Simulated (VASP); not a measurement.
**Ca: relaxation of cell and atoms with r2SCAN+rVV10**

The system is Ca.

```
CELL_PARAMETERS angstrom
2.61500 0.00000 0.00000
0.00000 2.61500 0.00000
0.00000 0.00000 2.61500
ATOMIC_POSITIONS crystal
Ca 0.00000 0.00000 0.00000
```

This isn't the form of Ca at room conditions, which is fcc.

```json
{"Program": "VASP 6.6.1", "Task": "relaxation of cell and atoms", "Functional": "r2SCAN", "Dispersion": "rVV10", "Potentials or basis": "VASP PAW PBE potentials, release 64 (Ca_sv)", "Cutoff": "600 eV", "k mesh": "12 × 12 × 12", "Occupations": "fermi-dirac, width 0.1 eV", "Spin": "no spin polarisation", "Dipole correction": "no", "Further INCAR settings": "ALGO = Normal; EDIFF = 1e-07; IBRION = 2; EDIFFG = -0.01; NSW = 80; ISIF = 3"}
```

```yaml
Relaxed_volume: 41.85 Å³/atom
Relaxed_cell: a = 3.472 Å, b = 3.472 Å, c = 3.472 Å, α = 90.00°, β = 90.00°, γ = 90.00°
Space_group_after_relaxing_to_0.1_Å: Pm-3m (No. 221)
Energy_gained_by_relaxing: 1648.2 meV/atom
Ionic_steps: 23
Pressure_after_relaxing: 0.0 GPa
Band_gap_on_the_k_mesh: zero (bands 5 and 6 overlap by 1.45 eV)
```

Step by step:
```tsv
step	energy change (eV)	largest force (eV/Å)	pressure (GPa)	volume (Å³)
1	0.0000	0.0000	42.40	17.88
2	-1.5544	0.0000	4.07	33.14
3	-1.6262	0.0000	1.66	37.30
4	-1.6321	0.0000	-1.03	46.63
5	-1.6481	0.0000	-0.12	42.37
6	-1.6482	0.0000	0.06	41.74
7	-1.6482	0.0000	0.06	41.74
8	-1.6482	0.0000	0.07	41.74
9	-1.6482	0.0000	0.06	41.74
10	-1.6482	0.0000	0.06	41.74
11	-1.6482	0.0000	0.06	41.74
12	-1.6482	0.0000	0.06	41.74
13	-1.6482	0.0000	0.06	41.74
14	-1.6482	0.0000	0.06	41.74
15	-1.6482	0.0000	0.06	41.74
16	-1.6482	0.0000	0.06	41.74
17	-1.6482	0.0000	0.07	41.74
18	-1.6482	0.0000	0.07	41.74
19	-1.6482	0.0000	0.06	41.75
20	-1.6482	0.0000	0.06	41.75
21	-1.6482	0.0000	0.05	41.77
22	-1.6482	0.0000	0.05	41.79
23	-1.6482	0.0000	0.03	41.85
```

Final structure:
```
CELL_PARAMETERS angstrom
3.47175 0.00000 0.00000
0.00000 3.47175 0.00000
0.00000 0.00000 3.47175
ATOMIC_POSITIONS crystal
Ca 0.00000 0.00000 0.00000
```

Levels at points of the mesh, in eV from the Fermi level:
```csv
k point,band 2,band 3,band 4,band 5,band 6,band 7,band 8,band 9
"(0.00, 0.00, 0.00)",-23.97,-23.97,-23.97,-4.16,1.07,1.07,4.57,4.57
"(0.50, 0.00, 0.00)",-24.21,-23.95,-23.95,-1.12,-0.70,1.65,3.23,3.23
"(0.50, 0.50, 0.00)",-24.17,-24.17,-23.93,-0.48,1.25,2.52,2.52,3.56
"(0.50, 0.50, 0.50)",-24.14,-24.14,-24.14,0.75,0.75,0.75,5.35,5.35
```

It took 6.5 min on 1 thread of Intel(R) Xeon(R) 6975P-C (Granite Rapids), with other jobs on the host, peak memory 0.23 GiB.

Caveat: the volume moved by over 15 % at a fixed basis, so the end points are rough; the PAW data sets were made with another functional, which shifts forces and pressure a little. Zero-point motion and thermal expansion aren't in these numbers.
